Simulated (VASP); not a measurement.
# BaTiO3 in VASP: a series of runs, part 3 of 4

VASP 6.6.1. The steps go on from the part before.

## 5. Relaxation of cell and atoms, PBE+U, target pressure 4 GPa, at which the enthalpy is minimised

This run uses another cell than the first one: it holds 5 atoms, not 10.

Input file INCAR:

```
SYSTEM = BaTiO3
ALGO = Normal
EDIFF = 1E-7
EDIFFG = -0.008
ENCUT = 600
GGA = PE
IBRION = 2
ISIF = 3
ISMEAR = 0
LASPH = .TRUE.
LCHARG = .FALSE.
LDAU = .TRUE.
LDAUJ = 0 0 0
LDAUL = -1 2 -1
LDAUPRINT = 1
LDAUTYPE = 2
LDAUU = 0 4 0
LMAXMIX = 4
LREAL = .FALSE.
LWAVE = .FALSE.
NELM = 150
NSW = 70
PREC = Accurate
PSTRESS = 40.0
SIGMA = 0.02
```

Input file KPOINTS:

```
k-points
0
G
  6 6 6
  0 0 0
```

Input file POSCAR:

```
BaTiO3
1.0
    3.9662609157      0.0000000000      0.0000000000
    0.0000000000      2.8354669746      2.8458043231
    0.0000000000     -2.8354669746      2.8458043231
Ba Ti O
1 1 3
Direct
    0.0000000000      0.0035756962      0.0035756962
    0.5000000000      0.5145041963      0.5145041963
    0.5000000000      0.9817310595      0.4908770840
    0.5000000000      0.4908770840      0.9817310595
    0.0000000000      0.4892119640      0.4892119640
```

Potentials or basis: VASP PAW PBE potentials, release 64 (Ba_sv, Ti_sv, O).

Started as:

```console
> cat potpaw_PBE.64/Ba_sv/POTCAR potpaw_PBE.64/Ti_sv/POTCAR potpaw_PBE.64/O/POTCAR > POTCAR
> mpirun -np 1 vasp_std > vasp.out
```

OUTCAR:

```text
SYSTEM = BaTiO3
   EDIFF = 1E-7
   EDIFFG = -0.008
   ENCUT = 600
   GGA = PE
   IBRION = 2
   ISIF = 3
   ISMEAR = 0
   LASPH = .TRUE.
   LREAL = .FALSE.
   NELM = 150
   NSW = 70
   PREC = Accurate
   PSTRESS = 40.0

 ion  position               nearest neighbor table
   1  0.000  0.004  0.004-   5 2.76   4 2.79   3 2.79   3 2.79   4 2.79   5 2.84   5 2.84   4 2.86
                             3 2.86   3 2.86   4 2.86   5 2.93   2 3.42   2 3.42   2 3.46   2 3.46
   2  0.500  0.515  0.515-   3 1.88   4 1.88   5 1.99   5 1.99   3 2.14   4 2.14   1 3.42   1 3.42
                             1 3.46   1 3.46   1 3.46   1 3.46   1 3.52   1 3.52
   3  0.500  0.982  0.491-   2 1.88   2 2.14   1 2.79   1 2.79   1 2.86   1 2.86
   4  0.500  0.491  0.982-   2 1.88   2 2.14   1 2.79   1 2.79   1 2.86   1 2.86
   5  0.000  0.489  0.489-   2 1.99   2 1.99   1 2.76   1 2.84   1 2.84   1 2.93

  LATTYP: Found a base centered orthorhombic cell.
 ALAT       =     5.6709339492
 B/A-ratio  =     1.0036457305
 C/A-ratio  =     0.6994017125

  Lattice vectors:

 A1 = (   0.0000000000,   2.8354669746,  -2.8458043231)
 A2 = (   0.0000000000,   2.8354669746,   2.8458043231)
 A3 = (   3.9662609157,   0.0000000000,   0.0000000000)

Analysis of symmetry for initial positions (statically):
=====================================================================
 Subroutine PRICEL returns:
 Original cell was already a primitive cell.

 Routine SETGRP: Setting up the symmetry group for a
 base centered orthorhombic supercell.

 Subroutine GETGRP returns: Found  4 space group operations
 (whereof  4 operations were pure point group operations)
 out of a pool of  8 trial point group operations.

The static configuration has the point symmetry C_2v.

Analysis of symmetry for dynamics (positions and initial velocities):
=====================================================================
 Subroutine PRICEL returns:
 Original cell was already a primitive cell.

 Routine SETGRP: Setting up the symmetry group for a
 base centered orthorhombic supercell.

 Subroutine GETGRP returns: Found  4 space group operations
 (whereof  4 operations were pure point group operations)
 out of a pool of  8 trial point group operations.

The dynamic configuration has the point symmetry C_2v.

 Subroutine INISYM returns: Found  4 space group operations
 (whereof  4 operations are pure point group operations),
 and found     1 'primitive' translations

----------------------------------------------------------------------------------------

                                     Primitive cell

  volume of cell :      64.0090

  direct lattice vectors                    reciprocal lattice vectors
     3.966260916  0.000000000  0.000000000     0.252126630  0.000000000  0.000000000
     0.000000000  2.835466975  2.845804323     0.000000000  0.176337797  0.175697252
     0.000000000 -2.835466975  2.845804323     0.000000000 -0.176337797  0.175697252

  length of vectors
     3.966260916  4.017272110  4.017272110     0.252126630  0.248926783  0.248926783

  position of ions in fractional coordinates (direct lattice)
     0.000000000  0.003575696  0.003575696
     0.500000000  0.514504196  0.514504196
[... 121 lines left out ...]
  energy-cutoff  :      600.00
  volume of cell :       64.01
 maximum number of plane-waves:      2176
 NGX is ok and might be reduce to    32

--------------------------------------- Ionic step        1  -------------------------------------------

 number of electron      39.9999989 magnetization

 Free energy of the ion-electron system (eV)
  ---------------------------------------------------
  ext. energy  EPLUGINS =         0.00000000
  ---------------------------------------------------
  free energy    TOTEN  =       -37.22940854 eV

  energy without entropy =      -37.22940854  energy(sigma->0) =      -37.22940854

------------------------ aborting loop because EDIFF is reached ----------------------------------------

  FORCE on cell =-STRESS in cart. coord.  units (eV):
  Direction    XX          YY          ZZ          XY          YZ          ZX
  --------------------------------------------------------------------------------------
  -------------------------------------------------------------------------------------
  Total        3.7871783      3.9643299      3.7335687      0.0000000      0.0000000      0.0000000
  in kB       94.7950011     99.2291943     93.4531246      0.0000000      0.0000000      0.0000000
  external PRESSURE =      55.8257733 kB  Pullay stress =      40.0000000 kB
[... 106 lines left out ...]
  energy  without entropy=      -37.3278317499  energy(sigma->0) =      -37.32783175

  enthalpy is  TOTEN    =       -35.6802478114 eV   P V=        1.6475839385

[... ionic steps 4 to 9 ...]

--------------------------------------- Ionic step       10  -------------------------------------------

 number of electron      40.0000001 magnetization

------------------------ aborting loop because EDIFF is reached ----------------------------------------
[... 73 lines left out ...]
  energy  without entropy=      -37.3327514285  energy(sigma->0) =      -37.33275143

  enthalpy is  TOTEN    =       -35.7058530563 eV   P V=        1.6268983722

atom =   2  type =  2  l = 2

 onsite density matrix

spin component  1

  0.1031  0.0000  0.0000  0.0000  0.0000
  0.0000  0.2343  0.0000  0.0000  0.0000
  0.0000  0.0000  0.1359  0.0000 -0.0569
  0.0000  0.0000  0.0000  0.1031  0.0000
  0.0000  0.0000 -0.0569  0.0000  0.2016

spin component  2

  0.1031  0.0000  0.0000  0.0000  0.0000
  0.0000  0.2343  0.0000  0.0000  0.0000
  0.0000  0.0000  0.1359  0.0000 -0.0569
  0.0000  0.0000  0.0000  0.1031  0.0000
  0.0000  0.0000 -0.0569  0.0000  0.2016

 occupancies and eigenvectors

  o =  0.1031  v =  0.0000  0.0000 -0.8660  0.0000 -0.5000  0.0000  0.0000  0.0000  0.0000  0.0000      0.0000  0.0000  0.0000  0.0000  0.0000  0.0000  0.0000  0.0000  0.0000  0.0000
  o =  0.1031  v =  0.0000  0.0000  0.0000  0.0000  0.0000  0.0000  0.0000 -0.8660  0.0000 -0.5000      0.0000  0.0000  0.0000  0.0000  0.0000  0.0000  0.0000  0.0000  0.0000  0.0000
  o =  0.1031  v =  1.0000  0.0000  0.0000  0.0000  0.0000  0.0000  0.0000  0.0000  0.0000  0.0000      0.0000  0.0000  0.0000  0.0000  0.0000  0.0000  0.0000  0.0000  0.0000  0.0000
  o =  0.1031  v =  0.0000  0.0000  0.0000  0.0000  0.0000  1.0000  0.0000  0.0000  0.0000  0.0000      0.0000  0.0000  0.0000  0.0000  0.0000  0.0000  0.0000  0.0000  0.0000  0.0000
  o =  0.1031  v =  0.0000  0.0000  0.0000  1.0000  0.0000  0.0000  0.0000  0.0000  0.0000  0.0000      0.0000  0.0000  0.0000  0.0000  0.0000  0.0000  0.0000  0.0000  0.0000  0.0000
  o =  0.1031  v =  0.0000  0.0000  0.0000  0.0000  0.0000  0.0000  0.0000  0.0000  1.0000  0.0000      0.0000  0.0000  0.0000  0.0000  0.0000  0.0000  0.0000  0.0000  0.0000  0.0000
  o =  0.2343  v =  0.0000  0.0000  0.0000  0.0000  0.0000  0.0000  1.0000  0.0000  0.0000  0.0000      0.0000  0.0000  0.0000  0.0000  0.0000  0.0000  0.0000  0.0000  0.0000  0.0000
  o =  0.2343  v =  0.0000  1.0000  0.0000  0.0000  0.0000  0.0000  0.0000  0.0000  0.0000  0.0000      0.0000  0.0000  0.0000  0.0000  0.0000  0.0000  0.0000  0.0000  0.0000  0.0000
  o =  0.2344  v =  0.0000  0.0000  0.0000  0.0000  0.0000  0.0000  0.0000 -0.5000  0.0000  0.8660      0.0000  0.0000  0.0000  0.0000  0.0000  0.0000  0.0000  0.0000  0.0000  0.0000
  o =  0.2344  v =  0.0000  0.0000 -0.5000  0.0000  0.8660  0.0000  0.0000  0.0000  0.0000  0.0000      0.0000  0.0000  0.0000  0.0000  0.0000  0.0000  0.0000  0.0000  0.0000  0.0000

--------------------------------------- Ionic step       12  -------------------------------------------

 number of electron      40.0000001 magnetization

 Free energy of the ion-electron system (eV)
  ---------------------------------------------------
  ext. energy  EPLUGINS =         0.00000000
  ---------------------------------------------------
  free energy    TOTEN  =       -37.33212776 eV

  energy without entropy =      -37.33212776  energy(sigma->0) =      -37.33212776

 E-fermi :   4.0320     XC(G=0): -11.1848

 val. band max:        3.8509500082   @ k =   0.5000   0.5000   0.5000
 cond. band min:       6.0292014017   @ k =   0.0000   0.0000   0.0000
 fundamental gap:      2.1782513935
 Fermi energy:         4.0319723151

 k-point     1 :       0.0000    0.0000    0.0000
  band No.  band energies     occupation
      1     -53.9609      2.00000
      2     -30.1137      2.00000
      3     -30.1137      2.00000
      4     -30.1137      2.00000
      5     -21.0038      2.00000
      6     -13.0661      2.00000
[... 637 lines left out ...]
     23       7.9996      0.00000
     24       9.1648      0.00000

 [... further k-points ...]
[... 5 lines left out ...]
  --------------------------------------------------------------------------------------
  -------------------------------------------------------------------------------------
  Total        1.6298957      1.6176116      1.6189111      0.0000000      0.0000000      0.0000000
  in kB       40.0900709     39.7879218     39.8198848      0.0000000      0.0000000      0.0000000
  external PRESSURE =      -0.1007075 kB  Pullay stress =      40.0000000 kB
[... 24 lines left out ...]
  energy  without entropy=      -37.3321277628  energy(sigma->0) =      -37.33212776

  enthalpy is  TOTEN    =       -35.7058939420 eV   P V=        1.6262338208

 reached required accuracy - stopping structural energy minimisation
```

Run time: 15 min. Hardware: 1 thread of Oxide Virtual Turin-like, shared host; peak memory 0.23 GiB.

What came out:

* Free energy: -37.3321 eV
* Relaxed volume: 13.03 Å³/atom
* Relaxed cell: a = 4.023 Å, b = 4.024 Å, c = 4.024 Å, α = 90.00°, β = 90.00°, γ = 90.00°
* Space group after relaxing (to 0.05 Å): Pm-3m (No. 221)
* Energy change on relaxing (the enthalpy is what falls): -20.5 meV/atom
* Ionic steps: 12
* Pressure after relaxing: 4.0 GPa
* Largest force after relaxing: 0.006 eV/Å
* Band gap on the k mesh: 2.18 eV, indirect (least direct gap 2.38 eV)

Forces in eV/Å, atoms in the order of the input:
```
Ba   0.000  0.000 -0.004
Ti   0.000  0.000  0.004
O    0.000  0.006  0.000
O    0.000 -0.006  0.000
O    0.000  0.000 -0.001
```

The path:
```tsv
step	energy change (eV)	largest force (eV/Å)	pressure (GPa)	volume (Å³)
1	0.0000	0.8043	9.58	64.01
2	-0.1017	0.1797	-2.73	68.23
3	-0.0984	0.2921	3.14	65.99
4	-0.0983	0.2201	3.61	65.63
5	-0.0845	0.1423	5.34	64.72
6	-0.0966	0.1247	4.35	65.03
7	-0.1031	0.1132	3.70	65.26
8	-0.1028	0.0840	3.87	65.19
9	-0.1008	0.0319	4.18	65.07
10	-0.1037	0.0150	3.88	65.18
11	-0.1033	0.0155	3.92	65.16
12	-0.1027	0.0056	3.99	65.14
```

Final structure:
```
Ba Ti O
1.0
     4.02332    0.00000    0.00000
     0.00000    2.84521    2.84515
     0.00000   -2.84521    2.84515
Ba Ti O
1 1 3
Cartesian
  0.0000 0.0000 5.6676
  2.0117 0.0000 2.8216
  2.0117 1.4221 4.2452
  2.0117 -1.4221 4.2452
  0.0000 0.0000 2.8221
```

Levels at points of the mesh, in eV from the valence-band top:
| k point | band 17 | band 18 | band 19 | band 20 | band 21 | band 22 | band 23 | band 24 |
| --- | --- | --- | --- | --- | --- | --- | --- | --- |
| (0.00, 0.00, 0.00) | -1.08 | -0.20 | -0.20 | -0.20 | 2.18 | 2.18 | 2.18 | 3.83 |
| (0.50, 0.00, 0.00) | -1.73 | -1.73 | -0.78 | -0.78 | 2.36 | 3.84 | 3.84 | 3.84 |
| (0.00, 0.50, 0.00) | -1.73 | -1.73 | -0.78 | -0.78 | 2.36 | 3.83 | 3.83 | 3.84 |
| (0.50, 0.50, 0.00) | -1.89 | -0.90 | -0.90 | -0.09 | 3.85 | 3.85 | 4.27 | 4.61 |
| (0.00, 0.50, 0.50) | -1.89 | -0.90 | -0.90 | -0.09 | 3.85 | 3.85 | 4.27 | 4.62 |
| (0.50, 0.50, 0.50) | -2.32 | 0.00 | 0.00 | 0.00 | 4.50 | 4.50 | 4.50 | 6.58 |

Eigenvalues of the final occupation matrices:
```csv
site,spin,trace,eigenvalues
site 2 d,1,0.78,0.10 0.10 0.10 0.23 0.23
site 2 d,2,0.78,0.10 0.10 0.10 0.23 0.23
```

Caveat: the cell is relaxed towards a set pressure, so the enthalpy falls and the energy may rise; spin-orbit coupling is left out, which moves the levels of the heavy elements. A k mesh can miss the band edges.

(Part 3 of 4 ends here.)
